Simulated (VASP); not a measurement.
# PbO2 (P4_2/mnm) in VASP: single point with HSE06

Aim: the single point of PbO2 with HSE06.

All numbers are computed with VASP 6.6.1; they aren't measurements. Logs are shortened: lines on timing, memory, paths and dates and some standing lists are left out, and cuts for length are marked.

## (1) The cell of the first run

The structure is tetragonal, space group P4_2/mnm (No. 136). Conventional cell: a = 4.983 Å, b = 4.983 Å, c = 3.408 Å, α = 90.00°, β = 90.00°, γ = 90.00°. Pb (site symmetry mmm) has 6 O at 2.16 to 2.18 Å within 2.9 Å. Within 2.9 Å of O (site symmetry m2m) lie 3 Pb at 2.16 to 2.18 Å and 1 O at 2.72 Å.

## (2) Single point, HSE06

Input file POSCAR:

```
PbO2
1.0
    4.9827450799      0.0000000000      0.0000000000
    0.0000000000      4.9827450799      0.0000000000
    0.0000000000      0.0000000000      3.4080397792
Pb O
2 4
Direct
    0.0000000000      0.0000000000      0.0000000000
    0.5000000000      0.5000000000      0.5000000000
    0.3072243866      0.3072243866      0.0000000000
    0.1927756134      0.8072243866      0.5000000000
    0.6927756134      0.6927756134      0.0000000000
    0.8072243866      0.1927756134      0.5000000000
```

Input file INCAR.step1:

```
PREC     = Accurate       # precision mode
ENCUT    = 520            # plane-wave cutoff, eV
EDIFF    = 1E-5           # SCF threshold, eV
ISMEAR   = 0              # smearing method
SIGMA    = 0.01           # smearing width, eV
LREAL    = F              # projectors in reciprocal space
LASPH    = T              # aspherical terms in the spheres
NELM     = 120            # most SCF steps
ALGO     = Normal         # electronic algorithm
ISIF     = 2              # what is computed and relaxed
LWAVE    = T              # write WAVECAR
LCHARG   = F              # write CHGCAR
GGA      = PE             # functional
ISYM     = 0            
NBANDS   = 35             # bands
GGA_COMPAT= F
```

Input file INCAR.step2:

```
PREC     = Accurate       # precision mode
ENCUT    = 520            # plane-wave cutoff, eV
EDIFF    = 1E-6           # SCF threshold, eV
ISMEAR   = 0              # smearing method
SIGMA    = 0.01           # smearing width, eV
LREAL    = F              # projectors in reciprocal space
LASPH    = T              # aspherical terms in the spheres
NELM     = 120            # most SCF steps
ALGO     = Normal         # electronic algorithm
ISIF     = 2              # what is computed and relaxed
LWAVE    = F              # write WAVECAR
LCHARG   = F              # write CHGCAR
GGA      = PE             # functional
LHFCALC  = T              # exact exchange
HFSCREEN = 0.2079         # screening, 1/A
PRECFOCK = Normal       
ISTART   = 1            
ISYM     = 0            
NBANDS   = 35             # bands
GGA_COMPAT= F
```

Input file KPOINTS:

```
Automatic mesh
0
Gamma
  2 2 4
```

Potentials or basis: VASP PAW PBE potentials, release 64 (Pb_d, O).

Command:

```sh
$ cat potpaw_PBE.64/Pb_d/POTCAR potpaw_PBE.64/O/POTCAR > POTCAR
$ cp INCAR.step1 INCAR
$ mpirun -np 1 vasp_std > vasp.out
$ cp INCAR.step2 INCAR
$ mpirun -np 1 vasp_std > vasp.out
```

OUTCAR:

```text
PREC = Accurate
   ENCUT = 520
   EDIFF = 1E-6
   ISMEAR = 0
   LREAL = F
   LASPH = T
   NELM = 120
   ISIF = 2
   GGA = PE
   LHFCALC = T
   HFSCREEN = 0.2079
   PRECFOCK = Normal
   ISTART = 1
   ISYM = 0

 ion  position               nearest neighbor table
   1  0.000  0.000  0.000-   3 2.16   5 2.16   4 2.18   6 2.18   4 2.18   6 2.18   2 3.91   2 3.91
                             2 3.91   2 3.91   2 3.91   2 3.91   2 3.91   2 3.91
   2  0.500  0.500  0.500-   4 2.16   6 2.16   5 2.18   3 2.18   3 2.18   5 2.18   1 3.91   1 3.91
                             1 3.91   1 3.91   1 3.91   1 3.91   1 3.91   1 3.91
   3  0.307  0.307  0.000-   1 2.16   2 2.18   2 2.18
   4  0.193  0.807  0.500-   2 2.16   1 2.18   1 2.18
   5  0.693  0.693  0.000-   1 2.16   2 2.18   2 2.18
   6  0.807  0.193  0.500-   2 2.16   1 2.18   1 2.18

IMPORTANT INFORMATION: All symmetrisations will be switched off!
NOSYMM: (Re-)initialisation of all symmetry stuff for point group C_1.

----------------------------------------------------------------------------------------

                                     Primitive cell

  volume of cell :      84.6140

  direct lattice vectors                    reciprocal lattice vectors
     4.982745080  0.000000000  0.000000000     0.200692587  0.000000000  0.000000000
     0.000000000  4.982745080  0.000000000     0.000000000  0.200692587  0.000000000
     0.000000000  0.000000000  3.408039779     0.000000000  0.000000000  0.293423805

  length of vectors
     4.982745080  4.982745080  3.408039779     0.200692587  0.200692587  0.293423805

  position of ions in fractional coordinates (direct lattice)
     0.000000000  0.000000000  0.000000000
     0.500000000  0.500000000  0.500000000
     0.307224387  0.307224387  0.000000000
     0.192775613  0.807224387  0.500000000
     0.692775613  0.692775613  0.000000000
     0.807224387  0.192775613  0.500000000

  ion indices of the primitive-cell ions
   primitive index   ion index
                 1           1
                 2           2
                 3           3
                 4           4
                 5           5
                 6           6

----------------------------------------------------------------------------------------

 KPOINTS: Automatic mesh

Automatic generation of k-mesh.
 Grid dimensions read from file:
 generate k-points for:    2    2    4

 Generating k-lattice:

  Cartesian coordinates                     Fractional coordinates (reciprocal lattice)
     0.100346293  0.000000000  0.000000000     0.500000000  0.000000000  0.000000000
     0.000000000  0.100346293  0.000000000     0.000000000  0.500000000  0.000000000
     0.000000000  0.000000000  0.073355951     0.000000000  0.000000000  0.250000000

  Length of vectors
     0.100346293  0.100346293  0.073355951

  Shift w.r.t. Gamma in fractional coordinates (k-lattice)
     0.000000000  0.000000000  0.000000000

 Subroutine IBZKPT returns following result:
 ===========================================

 Found     12 irreducible k-points:

 Following reciprocal coordinates:
            Coordinates               Weight
  0.000000  0.000000  0.000000      1.000000
  0.500000  0.000000  0.000000      1.000000
  0.000000  0.500000  0.000000      1.000000
  0.500000  0.500000  0.000000      1.000000
  0.000000  0.000000  0.250000      2.000000
  0.500000  0.000000  0.250000      2.000000
  0.000000  0.500000  0.250000      2.000000
  0.500000  0.500000  0.250000      2.000000
  0.000000  0.000000  0.500000      1.000000
  0.500000  0.000000  0.500000      1.000000
  0.000000  0.500000  0.500000      1.000000
  0.500000  0.500000  0.500000      1.000000
   k-points           NKPTS =     12   k-points in BZ     NKDIM =     16   number of bands    NBANDS=     35
   number of dos      NEDOS =    301   number of ions     NIONS =      6
   total plane-waves  NPLWV =  44800
   dimension x,y,z NGX =    40 NGY =   40 NGZ =   28
   dimension x,y,z NGXF=    80 NGYF=   80 NGZF=   56
   ions per type =               2   4
   NGX,Y,Z   is equivalent  to a cutoff of  13.35, 13.35, 13.66 a.u.
   NGXF,Y,Z  is equivalent  to a cutoff of  26.69, 26.69, 27.32 a.u.
 SYSTEM =  unknown system
   PREC   = accura    normal or accurate (medium, high low for compatibility)
   ISTART =      1    job   : 0-new  1-cont  2-samecut
   ICHARG =      0    charge: 1-file 2-atom 10-const
   ISPIN  =      1    spin polarized calculation?
   LNONCOLLINEAR =      F non collinear calculations
   LSORBIT =      F    spin-orbit coupling
   LASPH  =      T    aspherical Exc in radial PAW
   ENCUT  =  520.0 eV  38.22 Ry    6.18 a.u.   9.26  9.26  6.34*2*pi/ulx,y,z
   NELM   =    120;   NELMIN=  2; NELMDL=  0     # of ELM steps
   EDIFF  = 0.1E-05   stopping-criterion for ELM
   LREAL  =      F    real-space projection
   EDIFFG = 0.1E-04   stopping-criterion for IOM
   NSW    =      0    number of steps for IOM
   IBRION =     -1    ionic relax: 0-MD 1-quasi-New 2-CG
   NFREE  =      0    steps in history (QN), initial steepest desc. (CG)
   ISIF   =      2    stress and relaxation
   ISYM   =      0    0-nonsym 1-usesym 2-fastsym
   POTIM  = 0.5000    time-step for ionic-motion
   TEBEG  =    0.0;   TEEND  =   0.0 temperature during run
   PSTRESS=    0.0 pullay stress
   NELECT =      52.0000    total number of electrons
   NUPDOWN=      -1.0000    fix difference up-down
   EMIN   =  10.00;   EMAX   =-10.00  energy-range for DOS
   EFERMI =   0.00;   METHOD = LEGACY
   ISMEAR =     0;   SIGMA  =   0.01  broadening in eV -4-tet -1-fermi 0-gaus
   EFERMI_NEDOS =   21; number of points for ismear=-14 and -15
   IALGO  =     38    algorithm
   IMIX   =      1    mixing-type and parameters
     AMIX     =   0.40;   BMIX     =  1.00
     AMIX_MAG =   1.60;   BMIX_MAG =  1.00
  volume/ion in A,a.u.               =      14.10        95.17
  Fermi-wavevector in a.u.,A,eV,Ry     =   1.391859  2.630232 26.358183  1.937272
  Thomas-Fermi vector in A             =   2.515658
   LORBIT       =      0    0 simple, 1 ext, 2 COOP (PROOUT), +10 PAW based schemes
   GGA     = PE    functional components
   LHFCALC =     T    Hartree Fock is set to
   PRECFOCK=normal    Normal, Fast or Accurate (Low or Medium for compatibility)
   ENCUT4O =  -1.0   cutoff for four orbital integrals eV
   NKREDX  =     1    reduce k-point grid by
   NKREDY  =     1    reduce k-point grid by
   NKREDZ  =     1    reduce k-point grid by
   AEXX    =    0.2500 exact exchange contribution
   HFSCREEN=    0.2079 screening length (either q_TF or 0.3 A-1)
   HFSCREENC=   0.2079 screening length for correlation (either q_TF or 0.3 A-1)
   ENCUTFOCK=  -1.0 apply spherical cutoff to Coloumb kernel
   IVDW    =     0    specifies the selected vdW correction
   LEPSILON=     F    determine dielectric tensor
   LRPA    =     F    only Hartree local field effects (RPA)
 non-spin polarized calculation
 Gauss-broadening in eV      SIGMA  =   0.01
  energy-cutoff  :      520.00
  volume of cell :       84.61
 maximum number of plane-waves:      2302
 NGX is ok and might be reduce to    40
  NGX = 30; NGY = 30; NGZ = 20

 number of electron      52.0000009 magnetization

 Free energy of the ion-electron system (eV)
  ---------------------------------------------------
  ext. energy  EPLUGINS =         0.00000000
  ---------------------------------------------------
  free energy    TOTEN  =       -40.85510615 eV

  energy without entropy =      -40.85510558  energy(sigma->0) =      -40.85510587

 E-fermi :   3.0958     XC(G=0):  -8.7404

 val. band max:        3.0666667391   @ k =   0.5000   0.0000   0.5000
 cond. band min:       3.1225102619   @ k =   0.0000   0.0000   0.0000
 fundamental gap:      0.0558435227
 Fermi energy:         3.0957615281

 k-point     1 :       0.0000    0.0000    0.0000
  band No.  band energies     occupation
      1     -16.7554      2.00000
      2     -16.5679      2.00000
      3     -14.9754      2.00000
      4     -14.9754      2.00000
      5     -13.4994      2.00000
      6     -13.2608      2.00000
[... 27 lines left out ...]
     34      16.2551      0.00000
     35      16.7742      0.00000

 k-point     2 :       0.5000    0.0000    0.0000
  band No.  band energies     occupation
      1     -16.3108      2.00000
      2     -16.3108      2.00000
      3     -15.6840      2.00000
      4     -15.6840      2.00000
      5     -13.2457      2.00000
      6     -13.2457      2.00000
[... 27 lines left out ...]
     34      16.8462      0.00000
     35      17.0120      0.00000

 k-point     3 :       0.0000    0.5000    0.0000
  band No.  band energies     occupation
      1     -16.3108      2.00000
      2     -16.3108      2.00000
      3     -15.6840      2.00000
      4     -15.6840      2.00000
      5     -13.2457      2.00000
      6     -13.2457      2.00000
[... 27 lines left out ...]
     34      16.8464      0.00000
     35      17.0120      0.00000

 k-point     4 :       0.5000    0.5000    0.0000
  band No.  band energies     occupation
      1     -16.6066      2.00000
      2     -16.6066      2.00000
      3     -15.0512      2.00000
      4     -15.0512      2.00000
      5     -13.2652      2.00000
      6     -13.2652      2.00000
[... 27 lines left out ...]
     34      16.8469      0.00000
     35      16.8979      0.00000

 k-point     5 :       0.0000    0.0000    0.2500
  band No.  band energies     occupation
      1     -16.3377      2.00000
      2     -16.2678      2.00000
      3     -15.6871      2.00000
      4     -15.6871      2.00000
      5     -13.3550      2.00000
      6     -13.0789      2.00000
[... 182 lines left out ...]
 k-point    10 :       0.5000    0.0000    0.5000
  band No.  band energies     occupation
      1     -16.4546      2.00000
      2     -16.4546      2.00000
      3     -15.3096      2.00000
      4     -15.3096      2.00000
      5     -13.2927      2.00000
      6     -13.2927      2.00000
[... 27 lines left out ...]
     34      16.3571      0.00000
     35      16.5640      0.00000

 k-point    11 :       0.0000    0.5000    0.5000
  band No.  band energies     occupation
      1     -16.4546      2.00000
      2     -16.4546      2.00000
      3     -15.3096      2.00000
      4     -15.3096      2.00000
      5     -13.2927      2.00000
      6     -13.2927      2.00000
[... 27 lines left out ...]
     34      16.3564      0.00000
     35      16.5640      0.00000

 k-point    12 :       0.5000    0.5000    0.5000
  band No.  band energies     occupation
      1     -16.1602      2.00000
      2     -16.1602      2.00000
      3     -15.8587      2.00000
      4     -15.8587      2.00000
      5     -13.0059      2.00000
      6     -13.0059      2.00000
[... 27 lines left out ...]
     34      14.9937      0.00000
     35      18.1560      0.00000

------------------------ aborting loop because EDIFF is reached ----------------------------------------

  FORCE on cell =-STRESS in cart. coord.  units (eV):
  Direction    XX          YY          ZZ          XY          YZ          ZX
  --------------------------------------------------------------------------------------
  -------------------------------------------------------------------------------------
  Total       -0.4850216     -0.4850247     -0.8426034      0.0000075      0.0000179     -0.0000171
  in kB       -9.1839538     -9.1840125    -15.9548153      0.0001419      0.0003396     -0.0003233
  external PRESSURE =     -11.4409272 kB  Pullay stress =       0.0000000 kB

 VOLUME and BASIS-vectors are now :
 -----------------------------------------------------------------------------
  energy-cutoff  :      520.00
  volume of cell :       84.61
      direct lattice vectors                 reciprocal lattice vectors
     4.982745080  0.000000000  0.000000000     0.200692587  0.000000000  0.000000000
     0.000000000  4.982745080  0.000000000     0.000000000  0.200692587  0.000000000
     0.000000000  0.000000000  3.408039779     0.000000000  0.000000000  0.293423805

 POSITION                                       TOTAL-FORCE (eV/Angst)
 -----------------------------------------------------------------------------------
      0.00000      0.00000      0.00000         0.000002      0.000007      0.000001
      2.49137      2.49137      1.70402         0.000004     -0.000008     -0.000001
      1.53082      1.53082      0.00000        -0.002089     -0.002103      0.000001
      0.96055      4.02219      1.70402         0.002089     -0.002085     -0.000003
      3.45192      3.45192      0.00000         0.002093      0.002098      0.000001
      4.02219      0.96055      1.70402        -0.002098      0.002091      0.000001
 -----------------------------------------------------------------------------------
    total drift:                                0.000003     -0.000004      0.000002

  FREE ENERGIE OF THE ION-ELECTRON SYSTEM (eV)
  ---------------------------------------------------
  free  energy   TOTEN  =       -40.8551061536 eV

  energy  without entropy=      -40.8551055812  energy(sigma->0) =      -40.85510587
```

It took 60 min on 1 thread of Intel Xeon 8259CL, shared host; peak memory 0.35 GiB.

Results:

```
Free energy            : -40.8551 eV
Pressure               : -1.1 GPa
Band gap on the k mesh : 0.06 eV (least direct gap 0.13 eV)
```

Forces in eV/Å, atoms in the order of the input:
```
Pb   0.000  0.000  0.000
Pb   0.000  0.000  0.000
O   -0.002 -0.002  0.000
O    0.002 -0.002  0.000
O    0.002  0.002  0.000
O   -0.002  0.002  0.000
```

Levels at points of the mesh, in eV from the valence-band top:
```csv
k point,band 22,band 23,band 24,band 25,band 26,band 27,band 28,band 29,band 30,band 31
"(0.00, 0.00, 0.00)",-0.68,-0.68,-0.45,-0.45,-0.07,0.06,6.03,7.52,7.52,11.36
"(0.50, 0.00, 0.00)",-1.41,-0.48,-0.48,-0.43,-0.43,3.87,3.87,8.16,8.16,11.82
"(0.00, 0.50, 0.00)",-1.41,-0.48,-0.48,-0.43,-0.43,3.87,3.87,8.16,8.16,11.82
"(0.50, 0.50, 0.00)",-1.65,-0.70,-0.70,-0.51,-0.51,4.36,4.36,8.43,8.43,12.16
"(0.00, 0.00, 0.50)",-1.89,-1.36,-1.36,-1.03,-1.03,5.46,5.46,10.77,10.77,11.68
"(0.50, 0.00, 0.50)",-1.27,-0.99,-0.99,0.00,0.00,5.80,5.80,9.10,9.10,11.99
"(0.00, 0.50, 0.50)",-1.27,-0.99,-0.99,0.00,0.00,5.80,5.80,9.10,9.10,11.99
"(0.50, 0.50, 0.50)",-1.69,-0.81,-0.81,-0.76,-0.76,4.39,4.39,10.11,10.11,11.89
```

Caveat: the k points lie up to 0.63 Å⁻¹ apart; the PAW data sets were made with another functional, which shifts forces and pressure a little; spin-orbit coupling is left out, which moves the levels of the heavy elements. A k mesh can miss the band edges.
